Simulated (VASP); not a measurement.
# Bi3S5 (P-62m) in VASP: a series of runs

Runs on Bi3S5. Level: PBE. Tasks: single point.

Program: VASP 6.6.1. These are calculated values, not measurements. Logs are shortened: lines on timing, memory, paths and dates and some standing lists are left out, and cuts for length are marked.

### 1 The cell of the first run

The structure is hexagonal, space group P-62m (No. 189). Conventional cell: a = 7.733 Å, b = 7.733 Å, c = 3.572 Å, α = 90.00°, β = 90.00°, γ = 120.00°. Within 3.8 Å of Bi (site symmetry m2m) lie 10 S at 2.90 to 3.72 Å and 2 Bi at 3.57 Å. S (site symmetry m2m) has 6 Bi at 2.90 to 3.72 Å and 6 S at 2.95 to 3.57 Å within 3.8 Å. Within 3.9 Å of S (site symmetry -6) lie 5 S at 2.95 to 3.57 Å and 6 Bi at 3.16 Å.

### 2 Single point, PBE

INCAR

```
SYSTEM = Bi3S5
PREC = Accurate
ENCUT = 520
EDIFF = 1E-6
ISMEAR = 0
SIGMA = 0.1
LREAL = .False.
LASPH = .True.
NELM = 80
ALGO = Normal
ISIF = 2
LWAVE = .False.
LCHARG = .False.
GGA = PE
NBANDS = 48
```

KPOINTS

```
regular mesh
0
Gamma
  3 3 6
  0 0 0
```

POSCAR

```
Bi3S5
1.0
    7.7330048473      0.0000000000      0.0000000000
   -3.8665024236      6.6969786454      0.0000000000
    0.0000000000      0.0000000000      3.5722908025
Bi S
3 5
Direct
    0.6740663142      0.0000000000      0.5000000000
    0.0000000000      0.6740663142      0.5000000000
    0.3259336858      0.3259336858      0.5000000000
    0.2514968635      0.0000000000      0.0000000000
    0.0000000000      0.2514968635      0.0000000000
    0.7485031365      0.7485031365      0.0000000000
    0.3333333333      0.6666666667      0.0000000000
    0.6666666667      0.3333333333      0.0000000000
```

Potentials or basis: VASP PAW PBE potentials, release 64 (Bi_d, S).

Run with:

```sh
$ cat potpaw_PBE.64/Bi_d/POTCAR potpaw_PBE.64/S/POTCAR > POTCAR
$ mpirun -np 1 vasp_std > vasp.out
```

OUTCAR:

```text
SYSTEM = Bi3S5
   PREC = Accurate
   ENCUT = 520
   EDIFF = 1E-6
   ISMEAR = 0
   LREAL = .False.
   LASPH = .True.
   NELM = 80
   ISIF = 2
   GGA = PE

 ion  position               nearest neighbor table
   1  0.674  0.000  0.500-   6 2.90   6 2.90   5 2.90   5 2.90   8 3.16   8 3.16   7 3.16   7 3.16

   2  0.000  0.674  0.500-   6 2.90   6 2.90   4 2.90   4 2.90   7 3.16   7 3.16   8 3.16   8 3.16

   3  0.326  0.326  0.500-   5 2.90   5 2.90   4 2.90   4 2.90   8 3.16   8 3.16   7 3.16   7 3.16

   4  0.251  0.000  0.000-   3 2.90   3 2.90   2 2.90   2 2.90
   5  0.000  0.251  0.000-   3 2.90   3 2.90   1 2.90   1 2.90
   6  0.749  0.749  0.000-   2 2.90   2 2.90   1 2.90   1 2.90
   7  0.333  0.667  0.000-   2 3.16   2 3.16   1 3.16   1 3.16   3 3.16   3 3.16
   8  0.667  0.333  0.000-   1 3.16   1 3.16   2 3.16   2 3.16   3 3.16   3 3.16

  LATTYP: Found a hexagonal cell.
 ALAT       =     7.7330048473
 C/A-ratio  =     0.4619537777

  Lattice vectors:

 A1 = (   7.7330048473,   0.0000000000,   0.0000000000)
 A2 = (  -3.8665024236,   6.6969786454,   0.0000000000)
 A3 = (   0.0000000000,   0.0000000000,   3.5722908025)

Analysis of symmetry for initial positions (statically):
=====================================================================
 Subroutine PRICEL returns:
 Original cell was already a primitive cell.

 Routine SETGRP: Setting up the symmetry group for a
 hexagonal supercell.

 Subroutine GETGRP returns: Found 12 space group operations
 (whereof 12 operations were pure point group operations)
 out of a pool of 24 trial point group operations.

The static configuration has the point symmetry D_3h.

Analysis of symmetry for dynamics (positions and initial velocities):
=====================================================================
 Subroutine PRICEL returns:
 Original cell was already a primitive cell.

 Routine SETGRP: Setting up the symmetry group for a
 hexagonal supercell.

 Subroutine GETGRP returns: Found 12 space group operations
 (whereof 12 operations were pure point group operations)
 out of a pool of 24 trial point group operations.

The dynamic configuration has the point symmetry D_3h.

 Subroutine INISYM returns: Found 12 space group operations
 (whereof 12 operations are pure point group operations),
 and found     1 'primitive' translations

----------------------------------------------------------------------------------------

                                     Primitive cell

  volume of cell :     185.0010

  direct lattice vectors                    reciprocal lattice vectors
     7.733004847  0.000000000  0.000000000     0.129315838  0.074660534  0.000000000
    -3.866502424  6.696978645  0.000000000     0.000000000  0.149321067  0.000000000
     0.000000000  0.000000000  3.572290802     0.000000000  0.000000000  0.279932417

  length of vectors
     7.733004847  7.733004847  3.572290802     0.149321067  0.149321067  0.279932417

  position of ions in fractional coordinates (direct lattice)
     0.674066314  0.000000000  0.500000000
     0.000000000  0.674066314  0.500000000
     0.325933686  0.325933686  0.500000000
     0.251496864  0.000000000  0.000000000
     0.000000000  0.251496864  0.000000000
     0.748503136  0.748503136  0.000000000
     0.333333333  0.666666667  0.000000000
     0.666666667  0.333333333  0.000000000

  ion indices of the primitive-cell ions
   primitive index   ion index
                 1           1
                 2           2
                 3           3
                 4           4
                 5           5
                 6           6
                 7           7
                 8           8

----------------------------------------------------------------------------------------

 KPOINTS: regular mesh

Automatic generation of k-mesh.
 Grid dimensions read from file:
 generate k-points for:    3    3    6

 Generating k-lattice:

  Cartesian coordinates                     Fractional coordinates (reciprocal lattice)
     0.043105279  0.024886845  0.000000000     0.333333333 -0.000000000  0.000000000
     0.000000000  0.049773689  0.000000000     0.000000000  0.333333333  0.000000000
     0.000000000  0.000000000  0.046655403     0.000000000  0.000000000  0.166666667

  Length of vectors
     0.049773689  0.049773689  0.046655403

  Shift w.r.t. Gamma in fractional coordinates (k-lattice)
     0.000000000  0.000000000  0.000000000

 Subroutine IBZKPT returns following result:
 ===========================================

 Found     12 irreducible k-points:

 Following reciprocal coordinates:
            Coordinates               Weight
  0.000000  0.000000  0.000000      1.000000
  0.333333 -0.000000  0.000000      6.000000
  0.333333  0.333333  0.000000      2.000000
  0.000000  0.000000  0.166667      2.000000
  0.333333 -0.000000  0.166667     12.000000
  0.333333  0.333333  0.166667      4.000000
  0.000000  0.000000  0.333333      2.000000
  0.333333 -0.000000  0.333333     12.000000
  0.333333  0.333333  0.333333      4.000000
  0.000000  0.000000  0.500000      1.000000
  0.333333 -0.000000  0.500000      6.000000
  0.333333  0.333333  0.500000      2.000000
   k-points           NKPTS =     12   k-points in BZ     NKDIM =     12   number of bands    NBANDS=     48
   number of dos      NEDOS =    301   number of ions     NIONS =      8
   total plane-waves  NPLWV = 100800
   dimension x,y,z NGX =    60 NGY =   60 NGZ =   28
   dimension x,y,z NGXF=   120 NGYF=  120 NGZF=   56
   ions per type =               3   5
   NGX,Y,Z   is equivalent  to a cutoff of  12.90, 12.90, 13.03 a.u.
   NGXF,Y,Z  is equivalent  to a cutoff of  25.80, 25.80, 26.06 a.u.
 SYSTEM =  Bi3S5
   PREC   = accura    normal or accurate (medium, high low for compatibility)
   ISTART =      0    job   : 0-new  1-cont  2-samecut
   ICHARG =      2    charge: 1-file 2-atom 10-const
   ISPIN  =      1    spin polarized calculation?
   LNONCOLLINEAR =      F non collinear calculations
   LSORBIT =      F    spin-orbit coupling
   LASPH  =      T    aspherical Exc in radial PAW
   ENCUT  =  520.0 eV  38.22 Ry    6.18 a.u.  14.38 14.38  6.64*2*pi/ulx,y,z
   NELM   =     80;   NELMIN=  2; NELMDL= -5     # of ELM steps
   EDIFF  = 0.1E-05   stopping-criterion for ELM
   LREAL  =      F    real-space projection
[... 40 lines left out ...]
  ---------------------------------------------------
  ext. energy  EPLUGINS =         0.00000000
  ---------------------------------------------------
  free energy    TOTEN  =       -30.85189188 eV

  energy without entropy =      -30.81123409  energy(sigma->0) =      -30.83156299

 E-fermi :   6.6479     XC(G=0): -10.2116

 val. band max:        6.6170425415   @ k =   0.3333  -0.0000   0.3333
 cond. band min:       6.6603150735   @ k =   0.3333  -0.0000   0.1667
 fundamental gap:      0.0432725320
 Fermi energy:         6.6479144316

 k-point     1 :       0.0000    0.0000    0.0000
  band No.  band energies     occupation
      1     -16.8406      2.00000
      2     -16.8356      2.00000
      3     -16.8356      2.00000
      4     -16.7869      2.00000
      5     -16.7869      2.00000
      6     -16.7803      2.00000
[... 40 lines left out ...]
     47      10.8357      0.00000
     48      11.8034      0.00000

 k-point     2 :       0.3333   -0.0000    0.0000
  band No.  band energies     occupation
      1     -16.8395      2.00000
      2     -16.8364      2.00000
      3     -16.8360      2.00000
      4     -16.7884      2.00000
      5     -16.7875      2.00000
      6     -16.7833      2.00000
[... 40 lines left out ...]
     47      11.1393      0.00000
     48      11.6214      0.00000

 k-point     3 :       0.3333    0.3333    0.0000
  band No.  band energies     occupation
      1     -16.8388      2.00000
      2     -16.8366      2.00000
      3     -16.8366      2.00000
      4     -16.7890      2.00000
      5     -16.7890      2.00000
      6     -16.7840      2.00000
[... 40 lines left out ...]
     47      10.8187      0.00000
     48      12.5016      0.00000

 k-point     4 :       0.0000    0.0000    0.1667
  band No.  band energies     occupation
      1     -16.8139      2.00000
      2     -16.8093      2.00000
      3     -16.8093      2.00000
      4     -16.7845      2.00000
      5     -16.7845      2.00000
      6     -16.7772      2.00000
[... 40 lines left out ...]
     47      10.6692      0.00000
     48      12.3340      0.00000

 k-point     5 :       0.3333   -0.0000    0.1667
  band No.  band energies     occupation
      1     -16.8135      2.00000
      2     -16.8099      2.00000
      3     -16.8096      2.00000
      4     -16.7863      2.00000
      5     -16.7851      2.00000
      6     -16.7790      2.00000
[... 40 lines left out ...]
     47      10.7767      0.00000
     48      12.9898      0.00000

 k-point     6 :       0.3333    0.3333    0.1667
  band No.  band energies     occupation
      1     -16.8135      2.00000
      2     -16.8099      2.00000
      3     -16.8099      2.00000
      4     -16.7866      2.00000
      5     -16.7866      2.00000
      6     -16.7793      2.00000
[... 40 lines left out ...]
     47      10.4215      0.00000
     48      13.1613      0.00000

 k-point     7 :       0.0000    0.0000    0.3333
  band No.  band energies     occupation
      1     -16.7897      2.00000
      2     -16.7862      2.00000
      3     -16.7862      2.00000
      4     -16.7857      2.00000
      5     -16.7857      2.00000
      6     -16.7846      2.00000
[... 40 lines left out ...]
     47       9.8901      0.00000
     48      13.3437      0.00000

 k-point     8 :       0.3333   -0.0000    0.3333
  band No.  band energies     occupation
      1     -16.7903      2.00000
      2     -16.7884      2.00000
      3     -16.7858      2.00000
      4     -16.7853      2.00000
      5     -16.7842      2.00000
      6     -16.7838      2.00000
[... 40 lines left out ...]
     47      10.5539      0.00000
     48      12.7042      0.00000

 k-point     9 :       0.3333    0.3333    0.3333
  band No.  band energies     occupation
      1     -16.7904      2.00000
      2     -16.7892      2.00000
      3     -16.7855      2.00000
      4     -16.7855      2.00000
      5     -16.7842      2.00000
      6     -16.7842      2.00000
[... 40 lines left out ...]
     47      10.6072      0.00000
     48      12.5372      0.00000

 k-point    10 :       0.0000    0.0000    0.5000
  band No.  band energies     occupation
      1     -16.8008      2.00000
      2     -16.7959      2.00000
      3     -16.7959      2.00000
      4     -16.7838      2.00000
      5     -16.7837      2.00000
      6     -16.7837      2.00000
[... 40 lines left out ...]
     47       9.4907      0.00000
     48      13.2451      0.00000

 k-point    11 :       0.3333   -0.0000    0.5000
  band No.  band energies     occupation
      1     -16.8015      2.00000
      2     -16.7962      2.00000
      3     -16.7942      2.00000
      4     -16.7855      2.00000
      5     -16.7846      2.00000
      6     -16.7840      2.00000
[... 40 lines left out ...]
     47      10.9069      0.00000
     48      12.4512      0.00000

 k-point    12 :       0.3333    0.3333    0.5000
  band No.  band energies     occupation
      1     -16.8013      2.00000
      2     -16.7951      2.00000
      3     -16.7951      2.00000
      4     -16.7865      2.00000
      5     -16.7851      2.00000
      6     -16.7851      2.00000
[... 40 lines left out ...]
     47      10.6444      0.00000
     48      12.6186      0.00000

------------------------ aborting loop because EDIFF is reached ----------------------------------------

  FORCE on cell =-STRESS in cart. coord.  units (eV):
  Direction    XX          YY          ZZ          XY          YZ          ZX
  --------------------------------------------------------------------------------------
  -------------------------------------------------------------------------------------
  Total       -0.1167738     -0.1167738     -0.1090054     -0.0000000      0.0000000      0.0000000
  in kB       -1.0113043     -1.0113043     -0.9440277     -0.0000000      0.0000000      0.0000000
  external PRESSURE =      -0.9888788 kB  Pullay stress =       0.0000000 kB

 VOLUME and BASIS-vectors are now :
 -----------------------------------------------------------------------------
  energy-cutoff  :      520.00
  volume of cell :      185.00
      direct lattice vectors                 reciprocal lattice vectors
     7.733004847  0.000000000  0.000000000     0.129315838  0.074660534  0.000000000
    -3.866502424  6.696978645  0.000000000     0.000000000  0.149321067  0.000000000
     0.000000000  0.000000000  3.572290802     0.000000000  0.000000000  0.279932417

 POSITION                                       TOTAL-FORCE (eV/Angst)
 -----------------------------------------------------------------------------------
      5.21256      0.00000      1.78615        -0.006159      0.000000      0.000000
     -2.60628      4.51421      1.78615         0.003080     -0.005334      0.000000
      1.26022      2.18277      1.78615         0.003080      0.005334      0.000000
      1.94483      0.00000      0.00000        -0.012933      0.000000      0.000000
     -0.97241      1.68427      0.00000         0.006466     -0.011200     -0.000000
      2.89409      5.01271      0.00000         0.006466      0.011200      0.000000
     -0.00000      4.46465      0.00000         0.000000      0.000000      0.000000
      3.86650      2.23233      0.00000        -0.000000      0.000000      0.000000
 -----------------------------------------------------------------------------------
    total drift:                                0.000000      0.000000     -0.000000

  FREE ENERGIE OF THE ION-ELECTRON SYSTEM (eV)
  ---------------------------------------------------
  free  energy   TOTEN  =       -30.8518918828 eV

  energy  without entropy=      -30.8112340921  energy(sigma->0) =      -30.83156299
```

It took 1.7 min on 1 thread of Intel Xeon Platinum 8259CL at 2.50GHz (Skylake/Cascade Lake), shared host; peak memory 0.34 GiB.

What came out:

| Quantity | Value |
| --- | --- |
| Free energy | -30.8519 eV |
| Pressure | -0.1 GPa |
| Largest force | 0.013 eV/Å |

Forces on the atoms (eV/Å):
```
Bi  -0.006  0.000  0.000
Bi   0.003 -0.005  0.000
Bi   0.003  0.005  0.000
S   -0.013  0.000  0.000
S    0.006 -0.011  0.000
S    0.006  0.011  0.000
S    0.000  0.000  0.000
S    0.000  0.000  0.000
```

Caveat: spin-orbit coupling is left out, which moves the levels of the heavy elements.

### 3 Single point, PBE

This run uses another cell than the first one, of 23.19 Å³/atom, 1.003 times its volume.

INCAR

```
PREC = Accurate
ENCUT = 520
EDIFF = 1E-7
ISMEAR = 0
SIGMA = 0.1
LREAL = F
LASPH = T
NELM = 100
ALGO = Normal
ISIF = 2
LWAVE = F
LCHARG = F
GGA = PE
NBANDS = 48
```

KPOINTS

```
Automatic mesh
0
Gamma
  3 3 4
```

POSCAR

```
Bi3S5
1.0
    7.7213463699      0.0000000029      0.0000000000
   -3.8606731874      6.6868821063      0.0000000000
    0.0000000000      0.0000000000      3.5930970639
Bi S
3 5
Direct
    0.6764462037      0.0000000000      0.5000000000
    0.0000000000      0.6764462037      0.5000000000
    0.3235537963      0.3235537963      0.5000000000
    0.2515442323      0.0000000000      0.0000000000
    0.0000000000      0.2515442323      0.0000000000
    0.7484557677      0.7484557677      0.0000000000
    0.3333333333      0.6666666667      0.0000000000
    0.6666666667      0.3333333333      0.0000000000
```

Potentials or basis: VASP PAW PBE potentials, release 64 (Bi_d, S).

Run with:

```sh
$ cat potpaw_PBE.64/Bi_d/POTCAR potpaw_PBE.64/S/POTCAR > POTCAR
$ mpirun -np 1 vasp_std > vasp.out
```

Run time: 97 s. Hardware: 1 thread of Intel Xeon Platinum 8259CL at 2.50GHz (Skylake/Cascade Lake), shared host; peak memory 0.32 GiB.

It converged, with:

```yaml
Free_energy: -30.7732 eV
Pressure: 0.0 GPa
Largest_force: 0.004 eV/Å
```

Forces in eV/Å, atoms in the order of the input:
```
Bi   0.004  0.000  0.000
Bi  -0.002  0.004  0.000
Bi  -0.002 -0.004  0.000
S   -0.003  0.000  0.000
S    0.002 -0.003  0.000
S    0.002  0.003  0.000
S    0.000  0.000  0.000
S    0.000  0.000  0.000
```

Stress tensor (GPa, compression positive):
```
-0.01  0.00  0.00
 0.00 -0.01  0.00
 0.00  0.00 -0.10
```

Levels at points of the mesh, in eV from the Fermi level:
```tsv
k point	band 34	band 35	band 36	band 37	band 38	band 39	band 40	band 41	band 42	band 43
(0.00, 0.00, 0.00)	-1.30	-0.84	-0.84	-0.74	-0.37	1.81	2.32	2.32	2.40	2.40
(0.00, 0.00, 0.50)	-1.69	-0.76	-0.71	-0.71	0.21	0.21	0.73	0.73	1.58	1.58
```

Caveat: the k points lie up to 0.44 Å⁻¹ apart; spin-orbit coupling is left out, which moves the levels of the heavy elements.

### 4 Single point, PBE

This run uses another cell than the first one, of 27.37 Å³/atom, 1.184 times its volume.

INCAR

```
SYSTEM = Bi3S5
  ALGO = Normal
  EDIFF = 1E-6
  ENCUT = 520
  GGA = PE
  ISIF = 2
  ISMEAR = 0
  LASPH = .TRUE.
  LCHARG = .TRUE.
  LELF = .TRUE.
  LREAL = .FALSE.
  LVHAR = .TRUE.
  LWAVE = .FALSE.
  NBANDS = 48
  NELM = 80
  PREC = Accurate
  SIGMA = 0.1
```

KPOINTS

```
k-points
0
G
  3 3 4
  0 0 0
```

POSCAR

```
Bi3S5
1.0
    7.6916768700      0.0000000000      0.0000000000
   -3.8458384400      6.6611875700      0.0000000000
    0.0000000000      0.0000000000      4.2739203000
Bi S
3 5
Direct
    0.6453004900      0.0000000000      0.5000000000
    0.0000000000      0.6453004900      0.5000000000
    0.3546995100      0.3546995100      0.5000000000
    0.2293146400      0.0000000000      0.0000000000
    0.0000000000      0.2293146400      0.0000000000
    0.7706853600      0.7706853600      0.0000000000
    0.3333333300      0.6666666700      0.0000000000
    0.6666666700      0.3333333300      0.0000000000
```

Run with:

```sh
$ cat potpaw_PBE.64/Bi_d/POTCAR potpaw_PBE.64/S/POTCAR > POTCAR
$ mpirun -np 1 vasp_std > vasp.out
```

Wall time 1.7 min (1 thread of Intel Xeon Platinum 8259CL at 2.50GHz (Skylake/Cascade Lake), shared host); peak memory 0.35 GiB.

Results (log left out):

```
Free energy   : -28.4624 eV
Pressure      : -8.2 GPa
Largest force : 0.481 eV/Å
```

Forces in eV/Å, atoms in the order of the input:
```
Bi   0.481  0.000  0.000
Bi  -0.241  0.417  0.000
Bi  -0.241 -0.417  0.000
S   -0.047  0.000  0.000
S    0.023 -0.040  0.000
S    0.023  0.040  0.000
S    0.000  0.000  0.000
S    0.000  0.000  0.000
```

Stress tensor (GPa, compression positive):
```
 -5.00   0.00   0.00
  0.00  -5.00   0.00
  0.00   0.00 -14.53
```

Levels at points of the mesh, in eV from the Fermi level:
```csv
k point,band 36,band 37,band 38,band 39,band 40,band 41
"(0.00, 0.00, 0.00)",-1.58,-0.36,-0.36,0.17,0.39,0.49
"(0.00, 0.00, 0.50)",-1.01,-0.46,0.20,0.20,0.59,0.59
```

Caveat: the k points lie up to 0.37 Å⁻¹ apart; spin-orbit coupling is left out, which moves the levels of the heavy elements.

### 5 Summary

```csv
cell,k mesh,gap on the mesh (eV),pressure (GPa),largest force (eV/Å)
"a = 7.733, b = 7.733, c = 3.572 Å, angles 90.0, 90.0, 120.0°, 8 atoms",3 × 3 × 6,none,-0.1,0.01
"a = 7.721, b = 7.721, c = 3.593 Å, angles 90.0, 90.0, 120.0°, 8 atoms",3 × 3 × 4,none,0.0,-
"a = 7.692, b = 7.692, c = 4.274 Å, angles 90.0, 90.0, 120.0°, 8 atoms",3 × 3 × 4,none,-8.2,0.48
```

Alike in all rows: task single point; level PBE; potentials or basis VASP PAW PBE potentials, release 64 (Bi_d, S); no spin polarisation; cutoff (eV) 520; smearing gaussian 0.1 eV.

Caveats: some runs use coarse meshes; spin-orbit coupling is left out, which moves the levels of the heavy elements.

Total energies depend on the potentials used, so only differences within one code and one set of settings carry meaning.
